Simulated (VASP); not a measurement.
# TaN (Fm-3m) in VASP: single point with LDA

Aim: the single point of TaN with LDA.

Everything below comes from runs of VASP 6.6.1. Logs are shortened: lines on timing, memory, paths and dates and some standing lists are left out, and cuts for length are marked.

## (1) The cell of the first run

It takes space group Fm-3m (No. 225, cubic). The conventional cell has a = 4.349 Å, b = 4.349 Å, c = 4.349 Å, α = 90.00°, β = 90.00°, γ = 90.00°. Ta (site symmetry m-3m) has 6 N at 2.17 Å within 2.9 Å. N (site symmetry m-3m) has 6 Ta at 2.17 Å within 2.9 Å.

## (2) Single point, LDA

Contents of INCAR:

```
SYSTEM = TaN
  PREC = Accurate
  ENCUT = 600
  EDIFF = 1E-6
  ISMEAR = 0
  SIGMA = 0.1
  LREAL = .False.
  LASPH = .True.
  NELM = 120
  ALGO = Normal
  ISIF = 2
  LWAVE = .False.
  LCHARG = .False.
  NBANDS = 16
  GGA_COMPAT = .False.
```

Contents of KPOINTS:

```
regular mesh
0
Gamma
  16 16 16
  0 0 0
```

Contents of POSCAR:

```
TaN
1.0
    0.0000000000      2.1742693740      2.1742693740
    2.1742693740      0.0000000000      2.1742693740
    2.1742693740      2.1742693740      0.0000000000
Ta N
1 1
Direct
    0.5000000000      0.5000000000      0.5000000000
    0.0000000000      0.0000000000      0.0000000000
```

Potentials or basis: VASP PAW LDA potentials, release 64 (Ta_sv_GW, N).

The run is started by

```sh
> cat potpaw_LDA.64/Ta_sv_GW/POTCAR potpaw_LDA.64/N/POTCAR > POTCAR
> mpirun -np 1 vasp_std > vasp.out
```

OUTCAR:

```text
SYSTEM = TaN
   PREC = Accurate
   ENCUT = 600
   EDIFF = 1E-6
   ISMEAR = 0
   LREAL = .False.
   LASPH = .True.
   NELM = 120
   ISIF = 2

 ion  position               nearest neighbor table
   1  0.500  0.500  0.500-   2 2.17   2 2.17   2 2.17   2 2.17   2 2.17   2 2.17
   2  0.000  0.000  0.000-   1 2.17   1 2.17   1 2.17   1 2.17   1 2.17   1 2.17

  LATTYP: Found a face centered cubic cell.
 ALAT       =     4.3485387480

  Lattice vectors:

 A1 = (   0.0000000000,   2.1742693740,   2.1742693740)
 A2 = (   2.1742693740,   0.0000000000,   2.1742693740)
 A3 = (   2.1742693740,   2.1742693740,   0.0000000000)

Analysis of symmetry for initial positions (statically):
=====================================================================
 Subroutine PRICEL returns:
 Original cell was already a primitive cell.

 Routine SETGRP: Setting up the symmetry group for a
 face centered cubic supercell.

 Subroutine GETGRP returns: Found 48 space group operations
 (whereof 48 operations were pure point group operations)
 out of a pool of 48 trial point group operations.

The static configuration has the point symmetry O_h .

Analysis of symmetry for dynamics (positions and initial velocities):
=====================================================================
 Subroutine PRICEL returns:
 Original cell was already a primitive cell.

 Routine SETGRP: Setting up the symmetry group for a
 face centered cubic supercell.

 Subroutine GETGRP returns: Found 48 space group operations
 (whereof 48 operations were pure point group operations)
 out of a pool of 48 trial point group operations.

The dynamic configuration has the point symmetry O_h .

 Subroutine INISYM returns: Found 48 space group operations
 (whereof 48 operations are pure point group operations),
 and found     1 'primitive' translations

----------------------------------------------------------------------------------------

                                     Primitive cell

  volume of cell :      20.5575

  direct lattice vectors                    reciprocal lattice vectors
     0.000000000  2.174269374  2.174269374    -0.229962306  0.229962306  0.229962306
     2.174269374  0.000000000  2.174269374     0.229962306 -0.229962306  0.229962306
     2.174269374  2.174269374  0.000000000     0.229962306  0.229962306 -0.229962306

  length of vectors
     3.074881237  3.074881237  3.074881237     0.398306399  0.398306399  0.398306399

  position of ions in fractional coordinates (direct lattice)
     0.500000000  0.500000000  0.500000000
     0.000000000  0.000000000  0.000000000

  ion indices of the primitive-cell ions
   primitive index   ion index
                 1           1
                 2           2

----------------------------------------------------------------------------------------

 KPOINTS: regular mesh

Automatic generation of k-mesh.
 Grid dimensions read from file:
 generate k-points for:   16   16   16

 Generating k-lattice:

  Cartesian coordinates                     Fractional coordinates (reciprocal lattice)
    -0.014372644  0.014372644  0.014372644     0.062500000  0.000000000  0.000000000
     0.014372644 -0.014372644  0.014372644     0.000000000  0.062500000  0.000000000
     0.014372644  0.014372644 -0.014372644     0.000000000  0.000000000  0.062500000

  Length of vectors
     0.024894150  0.024894150  0.024894150

  Shift w.r.t. Gamma in fractional coordinates (k-lattice)
     0.000000000  0.000000000  0.000000000

 Subroutine IBZKPT returns following result:
 ===========================================

 Found    145 irreducible k-points:

 Following reciprocal coordinates:
            Coordinates               Weight
  0.000000  0.000000  0.000000      1.000000
  0.062500  0.000000  0.000000      8.000000
  0.125000  0.000000  0.000000      8.000000
  0.187500  0.000000  0.000000      8.000000
  0.250000  0.000000  0.000000      8.000000
  0.312500  0.000000  0.000000      8.000000
[... 16 lines left out ...]
 -0.125000  0.062500  0.000000     24.000000
 -0.062500  0.062500  0.000000     12.000000
 [... further k-points ...]
   k-points           NKPTS =    145   k-points in BZ     NKDIM =    145   number of bands    NBANDS=     16
   number of dos      NEDOS =    301   number of ions     NIONS =      2
   total plane-waves  NPLWV =  21952
   dimension x,y,z NGX =    28 NGY =   28 NGZ =   28
   dimension x,y,z NGXF=    56 NGYF=   56 NGZF=   56
   ions per type =               1   1
   NGX,Y,Z   is equivalent  to a cutoff of  15.14, 15.14, 15.14 a.u.
   NGXF,Y,Z  is equivalent  to a cutoff of  30.28, 30.28, 30.28 a.u.
 SYSTEM =  TaN
   PREC   = accura    normal or accurate (medium, high low for compatibility)
   ISTART =      0    job   : 0-new  1-cont  2-samecut
   ICHARG =      2    charge: 1-file 2-atom 10-const
   ISPIN  =      1    spin polarized calculation?
   LNONCOLLINEAR =      F non collinear calculations
   LSORBIT =      F    spin-orbit coupling
   LASPH  =      T    aspherical Exc in radial PAW
   ENCUT  =  600.0 eV  44.10 Ry    6.64 a.u.   6.14  6.14  6.14*2*pi/ulx,y,z
   NELM   =    120;   NELMIN=  2; NELMDL= -5     # of ELM steps
   EDIFF  = 0.1E-05   stopping-criterion for ELM
   LREAL  =      F    real-space projection
   EDIFFG = 0.1E-04   stopping-criterion for IOM
   NSW    =      0    number of steps for IOM
   IBRION =     -1    ionic relax: 0-MD 1-quasi-New 2-CG
   NFREE  =      0    steps in history (QN), initial steepest desc. (CG)
   ISIF   =      2    stress and relaxation
   ISYM   =      2    0-nonsym 1-usesym 2-fastsym
   POTIM  = 0.5000    time-step for ionic-motion
   TEBEG  =    0.0;   TEEND  =   0.0 temperature during run
   PSTRESS=    0.0 pullay stress
   NELECT =      18.0000    total number of electrons
   NUPDOWN=      -1.0000    fix difference up-down
   EMIN   =  10.00;   EMAX   =-10.00  energy-range for DOS
   EFERMI =   0.00;   METHOD = LEGACY
   ISMEAR =     0;   SIGMA  =   0.10  broadening in eV -4-tet -1-fermi 0-gaus
   EFERMI_NEDOS =   21; number of points for ismear=-14 and -15
   IALGO  =     38    algorithm
   IMIX   =      4    mixing-type and parameters
     AMIX     =   0.40;   BMIX     =  1.00
     AMIX_MAG =   1.60;   BMIX_MAG =  1.00
  volume/ion in A,a.u.               =      10.28        69.36
  Fermi-wavevector in a.u.,A,eV,Ry     =   1.566182  2.959655 33.374099  2.452927
  Thomas-Fermi vector in A             =   2.668548
   LORBIT       =      0    0 simple, 1 ext, 2 COOP (PROOUT), +10 PAW based schemes
   GGA     = CA    functional components
   LHFCALC =     F    Hartree Fock is set to
   AEXX    =    0.0000 exact exchange contribution
   IVDW    =     0    specifies the selected vdW correction
   LEPSILON=     F    determine dielectric tensor
   LRPA    =     F    only Hartree local field effects (RPA)
 non-spin polarized calculation
 Gauss-broadening in eV      SIGMA  =   0.10
  energy-cutoff  :      600.00
  volume of cell :       20.56
 maximum number of plane-waves:       701
 NGX is ok and might be reduce to    28
   NGX = 13   NGY = 13   NGZ = 13

 number of electron      17.9999999 magnetization

 Free energy of the ion-electron system (eV)
  ---------------------------------------------------
  ext. energy  EPLUGINS =         0.00000000
  ---------------------------------------------------
  free energy    TOTEN  =       -26.66753510 eV

  energy without entropy =      -26.66201968  energy(sigma->0) =      -26.66477739

 E-fermi :  14.0073     XC(G=0): -14.2593

 val. band max:       13.9930233620   @ k =  -0.3125   0.3750   0.1875
 cond. band min:      14.0121311763   @ k =  -0.3125   0.3125   0.1250
 fundamental gap:      0.0191078143
 Fermi energy:        14.0073489753

 k-point     1 :       0.0000    0.0000    0.0000
  band No.  band energies     occupation
      1     -55.0498      2.00000
      2     -21.4614      2.00000
      3     -21.4614      2.00000
      4     -21.4614      2.00000
      5      -4.8480      2.00000
      6      10.1551      2.00000
[... 8 lines left out ...]
     15      23.2767      0.00000
     16      38.9309      0.00000

 k-point     2 :       0.0625    0.0000    0.0000
  band No.  band energies     occupation
      1     -55.0471      2.00000
      2     -21.5023      2.00000
      3     -21.4650      2.00000
      4     -21.4650      2.00000
      5      -4.7449      2.00000
      6       9.6320      2.00000
[... 8 lines left out ...]
     15      23.5803      0.00000
     16      37.2885      0.00000

 k-point     3 :       0.1250    0.0000    0.0000
  band No.  band energies     occupation
      1     -55.0396      2.00000
      2     -21.6174      2.00000
      3     -21.4753      2.00000
      4     -21.4753      2.00000
      5      -4.4473      2.00000
      6       8.5815      2.00000
[... 8 lines left out ...]
     15      24.4254      0.00000
     16      34.9679      0.00000

 k-point     4 :       0.1875    0.0000    0.0000
  band No.  band energies     occupation
      1     -55.0285      2.00000
      2     -21.7852      2.00000
      3     -21.4906      2.00000
      4     -21.4906      2.00000
      5      -3.9875      2.00000
      6       7.4062      2.00000
[... 8 lines left out ...]
     15      25.5905      0.00000
     16      32.8747      0.00000
[... 324 lines left out ...]
 k-point    22 :      -0.1875    0.0625    0.0000
  band No.  band energies     occupation
      1     -55.0224      2.00000
      2     -21.8548      2.00000
      3     -21.5351      2.00000
      4     -21.4834      2.00000
      5      -3.7469      2.00000
      6       6.8323      2.00000
[... 8 lines left out ...]
     15      26.1627      0.00000
     16      31.2937      0.00000

 k-point    23 :      -0.1250    0.0625    0.0000
  band No.  band energies     occupation
      1     -55.0341      2.00000
      2     -21.6841      2.00000
      3     -21.5116      2.00000
      4     -21.4701      2.00000
      5      -4.2337      2.00000
      6       7.9113      2.00000
[... 8 lines left out ...]
     15      25.0225      0.00000
     16      33.3769      0.00000

 k-point    24 :      -0.0625    0.0625    0.0000
  band No.  band energies     occupation
      1     -55.0428      2.00000
      2     -21.5590      2.00000
      3     -21.4870      2.00000
      4     -21.4636      2.00000
      5      -4.5790      2.00000
      6       8.9204      2.00000
[... 8 lines left out ...]
     15      24.0634      0.00000
     16      35.6833      0.00000

 [... further k-points ...]

------------------------ aborting loop because EDIFF is reached ----------------------------------------

  FORCE on cell =-STRESS in cart. coord.  units (eV):
  Direction    XX          YY          ZZ          XY          YZ          ZX
  --------------------------------------------------------------------------------------
  -------------------------------------------------------------------------------------
  Total        0.1518328      0.1518328      0.1518328      0.0000000      0.0000000      0.0000000
  in kB       11.8333092     11.8333092     11.8333092      0.0000000      0.0000000      0.0000000
  external PRESSURE =      11.8333092 kB  Pullay stress =       0.0000000 kB

 VOLUME and BASIS-vectors are now :
 -----------------------------------------------------------------------------
  energy-cutoff  :      600.00
  volume of cell :       20.56
      direct lattice vectors                 reciprocal lattice vectors
     0.000000000  2.174269374  2.174269374    -0.229962306  0.229962306  0.229962306
     2.174269374  0.000000000  2.174269374     0.229962306 -0.229962306  0.229962306
     2.174269374  2.174269374  0.000000000     0.229962306  0.229962306 -0.229962306

 POSITION                                       TOTAL-FORCE (eV/Angst)
 -----------------------------------------------------------------------------------
      2.17427      2.17427      2.17427        -0.000000      0.000000     -0.000000
      0.00000      0.00000      0.00000         0.000000     -0.000000      0.000000
 -----------------------------------------------------------------------------------
    total drift:                                0.000000      0.000000      0.000000

  FREE ENERGIE OF THE ION-ELECTRON SYSTEM (eV)
  ---------------------------------------------------
  free  energy   TOTEN  =       -26.6675351011 eV

  energy  without entropy=      -26.6620196844  energy(sigma->0) =      -26.66477739
```

Run time: 65 s. Hardware: 1 thread of AMD EPYC 7R13 (Zen 3), shared host; peak memory 0.17 GiB.

Results:

```yaml
Free_energy: -26.6675 eV
Pressure: 1.2 GPa
Band_gap_on_the_k_mesh: zero (bands 9 and 10 overlap by 4.21 eV)
```

Caveat: spin-orbit coupling is left out, which moves the levels of the heavy elements.
